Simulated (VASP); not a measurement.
# LiF (Fm-3m) in VASP: notebook

Runs on LiF. Level: PBE. Tasks: single point.

Everything below comes from runs of VASP 6.6.1. Logs are shortened: lines on timing, memory, paths and dates and some standing lists are left out, and cuts for length are marked.

### Step 1. The cell of the first run

Symmetry: Fm-3m, No. 225, cubic system. The conventional cell has a = 3.990 Å, b = 3.990 Å, c = 3.990 Å, α = 90.00°, β = 90.00°, γ = 90.00°. Within 2.6 Å of Li (site symmetry m-3m) lie 6 F at 1.99 Å. Within 2.6 Å of F (site symmetry m-3m) lie 6 Li at 1.99 Å.

### Step 2. Single point, PBE

File INCAR:

```
SYSTEM = LiF
ALGO = Normal ; EDIFF = 1E-6
ENCUT = 520 ; GGA = PE
ISIF = 2 ; ISMEAR = 0
LASPH = .True. ; LCHARG = .True.
LELF = .True. ; LREAL = .False.
LVHAR = .True. ; LWAVE = .False.
NBANDS = 12 ; NELM = 60
PREC = Accurate ; SIGMA = 0.01
```

File KPOINTS:

```
k-points
0
Gamma
  6 6 6
  0 0 0
```

File POSCAR:

```
LiF
1.0
    0.0000000000      1.9948717404      1.9948717404
    1.9948717404      0.0000000000      1.9948717404
    1.9948717404      1.9948717404      0.0000000000
Li F
1 1
Direct
    0.0000000000      0.0000000000      0.0000000000
    0.5000000000      0.5000000000      0.5000000000
```

Potentials or basis: VASP PAW PBE potentials, release 64 (Li_sv, F).

Launch:

```
$ cat potpaw_PBE.64/Li_sv/POTCAR potpaw_PBE.64/F/POTCAR > POTCAR
$ mpirun -np 1 vasp_std > vasp.out
```

OUTCAR:

```text
SYSTEM = LiF
   EDIFF = 1E-6
   ENCUT = 520
   GGA = PE
   ISIF = 2
   ISMEAR = 0
   LASPH = .True.
   LREAL = .False.
   NELM = 60
   PREC = Accurate

 ion  position               nearest neighbor table
   1  0.000  0.000  0.000-   2 1.99   2 1.99   2 1.99   2 1.99   2 1.99   2 1.99
   2  0.500  0.500  0.500-   1 1.99   1 1.99   1 1.99   1 1.99   1 1.99   1 1.99

  LATTYP: Found a face centered cubic cell.
 ALAT       =     3.9897434808

  Lattice vectors:

 A1 = (   0.0000000000,   1.9948717404,   1.9948717404)
 A2 = (   1.9948717404,   0.0000000000,   1.9948717404)
 A3 = (   1.9948717404,   1.9948717404,   0.0000000000)

Analysis of symmetry for initial positions (statically):
=====================================================================
 Subroutine PRICEL returns:
 Original cell was already a primitive cell.

 Routine SETGRP: Setting up the symmetry group for a
 face centered cubic supercell.

 Subroutine GETGRP returns: Found 48 space group operations
 (whereof 48 operations were pure point group operations)
 out of a pool of 48 trial point group operations.

The static configuration has the point symmetry O_h .

Analysis of symmetry for dynamics (positions and initial velocities):
=====================================================================
 Subroutine PRICEL returns:
 Original cell was already a primitive cell.

 Routine SETGRP: Setting up the symmetry group for a
 face centered cubic supercell.

 Subroutine GETGRP returns: Found 48 space group operations
 (whereof 48 operations were pure point group operations)
 out of a pool of 48 trial point group operations.

The dynamic configuration has the point symmetry O_h .

 Subroutine INISYM returns: Found 48 space group operations
 (whereof 48 operations are pure point group operations),
 and found     1 'primitive' translations

----------------------------------------------------------------------------------------

                                     Primitive cell

  volume of cell :      15.8772

  direct lattice vectors                    reciprocal lattice vectors
     0.000000000  1.994871740  1.994871740    -0.250642680  0.250642680  0.250642680
     1.994871740  0.000000000  1.994871740     0.250642680 -0.250642680  0.250642680
     1.994871740  1.994871740  0.000000000     0.250642680  0.250642680 -0.250642680

  length of vectors
     2.821174670  2.821174670  2.821174670     0.434125857  0.434125857  0.434125857

  position of ions in fractional coordinates (direct lattice)
     0.000000000  0.000000000  0.000000000
     0.500000000  0.500000000  0.500000000

  ion indices of the primitive-cell ions
   primitive index   ion index
                 1           1
                 2           2

----------------------------------------------------------------------------------------

 KPOINTS: k-points

Automatic generation of k-mesh.
 Grid dimensions read from file:
 generate k-points for:    6    6    6

 Generating k-lattice:

  Cartesian coordinates                     Fractional coordinates (reciprocal lattice)
    -0.041773780  0.041773780  0.041773780     0.166666667  0.000000000  0.000000000
     0.041773780 -0.041773780  0.041773780     0.000000000  0.166666667  0.000000000
     0.041773780  0.041773780 -0.041773780     0.000000000  0.000000000  0.166666667

  Length of vectors
     0.072354309  0.072354309  0.072354309

  Shift w.r.t. Gamma in fractional coordinates (k-lattice)
     0.000000000  0.000000000  0.000000000

 Subroutine IBZKPT returns following result:
 ===========================================

 Found     16 irreducible k-points:

 Following reciprocal coordinates:
            Coordinates               Weight
  0.000000  0.000000  0.000000      1.000000
  0.166667  0.000000  0.000000      8.000000
  0.333333  0.000000  0.000000      8.000000
  0.500000  0.000000  0.000000      4.000000
  0.166667  0.166667  0.000000      6.000000
  0.333333  0.166667  0.000000     24.000000
[... 8 lines left out ...]
 -0.333333  0.333333  0.166667     24.000000
 -0.333333  0.500000  0.166667     12.000000
   k-points           NKPTS =     16   k-points in BZ     NKDIM =     16   number of bands    NBANDS=     12
   number of dos      NEDOS =    301   number of ions     NIONS =      2
   total plane-waves  NPLWV =  13824
   dimension x,y,z NGX =    24 NGY =   24 NGZ =   24
   dimension x,y,z NGXF=    48 NGYF=   48 NGZF=   48
   ions per type =               1   1
   NGX,Y,Z   is equivalent  to a cutoff of  14.14, 14.14, 14.14 a.u.
   NGXF,Y,Z  is equivalent  to a cutoff of  28.29, 28.29, 28.29 a.u.
 SYSTEM =  LiF
   PREC   = accura    normal or accurate (medium, high low for compatibility)
   ISTART =      0    job   : 0-new  1-cont  2-samecut
   ICHARG =      2    charge: 1-file 2-atom 10-const
   ISPIN  =      1    spin polarized calculation?
   LNONCOLLINEAR =      F non collinear calculations
   LSORBIT =      F    spin-orbit coupling
   LASPH  =      T    aspherical Exc in radial PAW
   ENCUT  =  520.0 eV  38.22 Ry    6.18 a.u.   5.25  5.25  5.25*2*pi/ulx,y,z
   NELM   =     60;   NELMIN=  2; NELMDL= -5     # of ELM steps
   EDIFF  = 0.1E-05   stopping-criterion for ELM
   LREAL  =      F    real-space projection
   EDIFFG = 0.1E-04   stopping-criterion for IOM
   NSW    =      0    number of steps for IOM
   IBRION =     -1    ionic relax: 0-MD 1-quasi-New 2-CG
   NFREE  =      0    steps in history (QN), initial steepest desc. (CG)
   ISIF   =      2    stress and relaxation
   ISYM   =      2    0-nonsym 1-usesym 2-fastsym
   POTIM  = 0.5000    time-step for ionic-motion
   TEBEG  =    0.0;   TEEND  =   0.0 temperature during run
   PSTRESS=    0.0 pullay stress
   NELECT =      10.0000    total number of electrons
   NUPDOWN=      -1.0000    fix difference up-down
   EMIN   =  10.00;   EMAX   =-10.00  energy-range for DOS
   EFERMI =   0.00;   METHOD = LEGACY
   ISMEAR =     0;   SIGMA  =   0.01  broadening in eV -4-tet -1-fermi 0-gaus
   EFERMI_NEDOS =   21; number of points for ismear=-14 and -15
   IALGO  =     38    algorithm
   IMIX   =      4    mixing-type and parameters
     AMIX     =   0.40;   BMIX     =  1.00
     AMIX_MAG =   1.60;   BMIX_MAG =  1.00
  volume/ion in A,a.u.               =       7.94        53.57
  Fermi-wavevector in a.u.,A,eV,Ry     =   1.403298  2.651848 26.793202  1.969245
  Thomas-Fermi vector in A             =   2.525974
   LORBIT       =      0    0 simple, 1 ext, 2 COOP (PROOUT), +10 PAW based schemes
   GGA     = PE    functional components
   LHFCALC =     F    Hartree Fock is set to
   AEXX    =    0.0000 exact exchange contribution
   IVDW    =     0    specifies the selected vdW correction
   LEPSILON=     F    determine dielectric tensor
   LRPA    =     F    only Hartree local field effects (RPA)
 non-spin polarized calculation
 Gauss-broadening in eV      SIGMA  =   0.01
  energy-cutoff  :      520.00
  volume of cell :       15.88
 maximum number of plane-waves:       444
 NGX is ok and might be reduce to    24
   NGX = 11   NGY = 11   NGZ = 11

 number of electron      10.0000000 magnetization

 number of electron       9.9999997 magnetization

 Free energy of the ion-electron system (eV)
  ---------------------------------------------------
  ext. energy  EPLUGINS =         0.00000000
  ---------------------------------------------------
  free energy    TOTEN  =        -9.62825919 eV

  energy without entropy =       -9.62825919  energy(sigma->0) =       -9.62825919

 E-fermi :  -0.6497     XC(G=0): -10.1228

 val. band max:       -0.8419982707   @ k =   0.0000   0.0000   0.0000
 cond. band min:       8.5098928533   @ k =   0.0000   0.0000   0.0000
 fundamental gap:      9.3518911240
 Fermi energy:        -0.6496671459

 k-point     1 :       0.0000    0.0000    0.0000
  band No.  band energies     occupation
      1     -41.7003      2.00000
      2     -20.8958      2.00000
      3      -0.8420      2.00000
      4      -0.8420      2.00000
      5      -0.8420      2.00000
      6       8.5099      0.00000
      7      23.5068      0.00000
      8      23.5068      0.00000
      9      23.5068      0.00000
     10      23.7657      0.00000
     11      23.7657      0.00000
     12      23.7657      0.00000

 k-point     2 :       0.1667    0.0000    0.0000
  band No.  band energies     occupation
      1     -41.6839      2.00000
      2     -20.7884      2.00000
      3      -1.5874      2.00000
      4      -0.9042      2.00000
      5      -0.9042      2.00000
      6       9.2155      0.00000
      7      18.9539      0.00000
      8      21.1605      0.00000
      9      21.1605      0.00000
     10      25.5673      0.00000
     11      25.7241      0.00000
     12      25.7241      0.00000

 k-point     3 :       0.3333    0.0000    0.0000
  band No.  band energies     occupation
      1     -41.6508      2.00000
      2     -20.5608      2.00000
      3      -2.8693      2.00000
      4      -1.0230      2.00000
      5      -1.0230      2.00000
      6      10.0396      0.00000
      7      16.5253      0.00000
      8      19.0579      0.00000
      9      19.0579      0.00000
     10      27.8693      0.00000
     11      28.5812      0.00000
     12      28.5812      0.00000
[... 166 lines left out ...]
 k-point    15 :      -0.3333    0.3333    0.1667
  band No.  band energies     occupation
      1     -41.6207      2.00000
      2     -20.2491      2.00000
      3      -3.1432      2.00000
      4      -2.5798      2.00000
      5      -1.4929      2.00000
      6      12.9091      0.00000
      7      14.7750      0.00000
      8      17.9856      0.00000
      9      18.7413      0.00000
     10      26.7825      0.00000
     11      27.6015      0.00000
     12      35.1314      0.00000

 k-point    16 :      -0.3333    0.5000    0.1667
  band No.  band energies     occupation
      1     -41.6165      2.00000
      2     -20.1757      2.00000
      3      -3.5064      2.00000
      4      -2.4687      2.00000
      5      -1.7205      2.00000
      6      14.2924      0.00000
      7      14.7936      0.00000
      8      16.9002      0.00000
      9      19.0045      0.00000
     10      23.4547      0.00000
     11      31.2263      0.00000
     12      33.6664      0.00000

------------------------ aborting loop because EDIFF is reached ----------------------------------------

  FORCE on cell =-STRESS in cart. coord.  units (eV):
  Direction    XX          YY          ZZ          XY          YZ          ZX
  --------------------------------------------------------------------------------------
  -------------------------------------------------------------------------------------
  Total        0.3934948      0.3934948      0.3934948      0.0000000     -0.0000000     -0.0000000
  in kB       39.7076938     39.7076938     39.7076938      0.0000000     -0.0000000     -0.0000000
  external PRESSURE =      39.7076938 kB  Pullay stress =       0.0000000 kB

 VOLUME and BASIS-vectors are now :
 -----------------------------------------------------------------------------
  energy-cutoff  :      520.00
  volume of cell :       15.88
      direct lattice vectors                 reciprocal lattice vectors
     0.000000000  1.994871740  1.994871740    -0.250642680  0.250642680  0.250642680
     1.994871740  0.000000000  1.994871740     0.250642680 -0.250642680  0.250642680
     1.994871740  1.994871740  0.000000000     0.250642680  0.250642680 -0.250642680

 POSITION                                       TOTAL-FORCE (eV/Angst)
 -----------------------------------------------------------------------------------
      0.00000      0.00000      0.00000        -0.000000     -0.000000      0.000000
      1.99487      1.99487      1.99487         0.000000      0.000000     -0.000000
 -----------------------------------------------------------------------------------
    total drift:                               -0.000000     -0.000000      0.000000

  FREE ENERGIE OF THE ION-ELECTRON SYSTEM (eV)
  ---------------------------------------------------
  free  energy   TOTEN  =        -9.6282591926 eV

  energy  without entropy=       -9.6282591926  energy(sigma->0) =       -9.62825919
```

Wall time 4.2 s (1 thread of Intel Xeon 6975P-C, shared host); peak memory 0.13 GiB.

What came out:

- Free energy: -9.6283 eV
- Band gap on the k mesh: 9.35 eV, direct

Caveat: the k points lie up to 0.45 Å⁻¹ apart; the cutoff is under 1.25 times the usual one of these potentials, so pressure, stress and relaxed cells hold a basis-set (Pulay) error.

### Step 3. Single point, PBE (strain -3.0%)

File INCAR:

```
ALGO     = Normal         # electronic algorithm
EDIFF    = 1E-6           # SCF threshold, eV
ENCUT    = 520            # plane-wave cutoff, eV
GGA      = PE             # functional
ISIF     = 2              # what is computed and relaxed
ISMEAR   = 0              # smearing method
LASPH    = True           # aspherical terms in the spheres
LCHARG   = False          # write CHGCAR
LREAL    = False          # projectors in reciprocal space
LWAVE    = False          # write WAVECAR
NBANDS   = 12             # bands
NELM     = 60             # most SCF steps
PREC     = Accurate       # precision mode
SIGMA    = 0.01           # smearing width, eV
```

File KPOINTS:

```
k-points
0
Gamma
  6 6 6
```

File POSCAR:

```
LiF
1.0
    0.0000000000      1.9350255882      1.9350255882
    1.9350255882      0.0000000000      1.9350255882
    1.9350255882      1.9350255882      0.0000000000
Li F
1 1
Direct
    0.0000000000      0.0000000000      0.0000000000
    0.5000000000      0.5000000000      0.5000000000
```

Potentials or basis: VASP PAW PBE potentials, release 64 (Li_sv, F).

Launch:

```
$ cat potpaw_PBE.64/Li_sv/POTCAR potpaw_PBE.64/F/POTCAR > POTCAR
$ mpirun -np 1 vasp_std > vasp.out
```

OUTCAR:

```text
EDIFF = 1E-6
   ENCUT = 520
   GGA = PE
   ISIF = 2
   ISMEAR = 0
   LASPH = True
   LREAL = False
   NELM = 60
   PREC = Accurate

 ion  position               nearest neighbor table
   1  0.000  0.000  0.000-   2 1.94   2 1.94   2 1.94   2 1.94   2 1.94   2 1.94
   2  0.500  0.500  0.500-   1 1.94   1 1.94   1 1.94   1 1.94   1 1.94   1 1.94

  LATTYP: Found a face centered cubic cell.
 ALAT       =     3.8700511764

  Lattice vectors:

 A1 = (   0.0000000000,   1.9350255882,   1.9350255882)
 A2 = (   1.9350255882,   0.0000000000,   1.9350255882)
 A3 = (   1.9350255882,   1.9350255882,   0.0000000000)

Analysis of symmetry for initial positions (statically):
=====================================================================
 Subroutine PRICEL returns:
 Original cell was already a primitive cell.

 Routine SETGRP: Setting up the symmetry group for a
 face centered cubic supercell.

 Subroutine GETGRP returns: Found 48 space group operations
 (whereof 48 operations were pure point group operations)
 out of a pool of 48 trial point group operations.

The static configuration has the point symmetry O_h .

Analysis of symmetry for dynamics (positions and initial velocities):
[... 165 lines left out ...]
      5      -0.2309      2.00000
      6      10.0138      0.00000
      7      25.2934      0.00000
      8      25.2934      0.00000
      9      25.2934      0.00000
     10      25.3619      0.00000
     11      25.3619      0.00000
     12      25.3619      0.00000
[... 211 lines left out ...]
 k-point    16 :      -0.3333    0.5000    0.1667
  band No.  band energies     occupation
      1     -40.8037      2.00000
      2     -19.6984      2.00000
      3      -3.2701      2.00000
      4      -2.0947      2.00000
      5      -1.2182      2.00000
      6      15.7491      0.00000
      7      16.0657      0.00000
      8      18.4947      0.00000
      9      20.8397      0.00000
     10      25.1915      0.00000
     11      33.3363      0.00000
     12      36.4398      0.00000

------------------------ aborting loop because EDIFF is reached ----------------------------------------

  FORCE on cell =-STRESS in cart. coord.  units (eV):
  Direction    XX          YY          ZZ          XY          YZ          ZX
  --------------------------------------------------------------------------------------
  -------------------------------------------------------------------------------------
  Total        1.2067511      1.2067511      1.2067511      0.0000000      0.0000000      0.0000000
  in kB      133.4252862    133.4252862    133.4252862      0.0000000      0.0000000      0.0000000
  external PRESSURE =     133.4252862 kB  Pullay stress =       0.0000000 kB

 VOLUME and BASIS-vectors are now :
 -----------------------------------------------------------------------------
  energy-cutoff  :      520.00
  volume of cell :       14.49
      direct lattice vectors                 reciprocal lattice vectors
     0.000000000  1.935025588  1.935025588    -0.258394516  0.258394516  0.258394516
     1.935025588  0.000000000  1.935025588     0.258394516 -0.258394516  0.258394516
     1.935025588  1.935025588  0.000000000     0.258394516  0.258394516 -0.258394516

 POSITION                                       TOTAL-FORCE (eV/Angst)
 -----------------------------------------------------------------------------------
      0.00000      0.00000      0.00000        -0.000000      0.000000     -0.000000
      1.93503      1.93503      1.93503         0.000000     -0.000000      0.000000
 -----------------------------------------------------------------------------------
    total drift:                                0.000000      0.000000      0.000000

  FREE ENERGIE OF THE ION-ELECTRON SYSTEM (eV)
  ---------------------------------------------------
  free  energy   TOTEN  =        -9.5514052464 eV

  energy  without entropy=       -9.5514052464  energy(sigma->0) =       -9.55140525
```

OSZICAR:

```text
N       E                     dE             d eps       ncg     rms          rms(c)
DAV:   1     0.319650934895E+02    0.31965E+02   -0.53848E+03   408   0.848E+02
DAV:   2    -0.914709773236E+01   -0.41112E+02   -0.40276E+02   480   0.199E+02
DAV:   3    -0.100586291934E+02   -0.91153E+00   -0.90975E+00   492   0.255E+01
DAV:   4    -0.100683729445E+02   -0.97438E-02   -0.97434E-02   460   0.262E+00
DAV:   5    -0.100685028590E+02   -0.12991E-03   -0.12991E-03   484   0.202E-01    0.457E+00
DAV:   6    -0.954085798150E+01    0.52764E+00   -0.23244E+00   428   0.985E+00    0.131E+00
DAV:   7    -0.954501667183E+01   -0.41587E-02   -0.23893E-02   488   0.134E+00    0.842E-01
DAV:   8    -0.955133830176E+01   -0.63216E-02   -0.13279E-02   480   0.120E+00    0.104E-01
DAV:   9    -0.955134398612E+01   -0.56844E-05   -0.84527E-04   436   0.264E-01    0.401E-02
DAV:  10    -0.955140283477E+01   -0.58849E-04   -0.10442E-04   432   0.810E-02    0.121E-02
DAV:  11    -0.955140423207E+01   -0.13973E-05   -0.37178E-06   488   0.190E-02    0.287E-03
DAV:  12    -0.955140528122E+01   -0.10492E-05   -0.38645E-07   408   0.534E-03    0.912E-04
DAV:  13    -0.955140524640E+01    0.34817E-07   -0.60959E-08   212   0.234E-03
   1 F= -.95514052E+01 E0= -.95514052E+01  d E =-.425976E-31
```

stdout:

```text
POSCAR found type information on POSCAR LiF
 POSCAR found :  2 types and       2 ions
 scaLAPACK will be used
 LDA part: xc-table for (Slater+PW92), standard interpolation
 POSCAR, INCAR and KPOINTS ok, starting setup
 FFT: planning ... GRIDC
 FFT: planning ... GRID_SOFT
 FFT: planning ... GRID
 WAVECAR not read
 entering main loop
```

Wall time 4.5 s (1 thread of Intel Xeon 6975P-C, shared host); peak memory 0.11 GiB.

Results:

| Quantity | Value |
| --- | --- |
| Free energy | -9.5514 eV |
| Band gap on the k mesh | 10.24 eV, direct |

Levels at points of the mesh, in eV from the valence-band top:
| k point | band 3 | band 4 | band 5 | band 6 | band 7 | band 8 |
| --- | --- | --- | --- | --- | --- | --- |
| (0.00, 0.00, 0.00) | 0.00 | 0.00 | 0.00 | 10.24 | 25.52 | 25.52 |
| (0.50, 0.00, 0.00) | -2.90 | -0.27 | -0.27 | 11.43 | 18.23 | 19.86 |
| (0.50, 0.50, 0.00) | -3.56 | -1.19 | -1.19 | 15.99 | 17.03 | 18.98 |

Caveat: the k points lie up to 0.47 Å⁻¹ apart; the cell differs from its parent crystal (strain -3.0%); the cutoff is under 1.25 times the usual one of these potentials, so pressure, stress and relaxed cells hold a basis-set (Pulay) error.
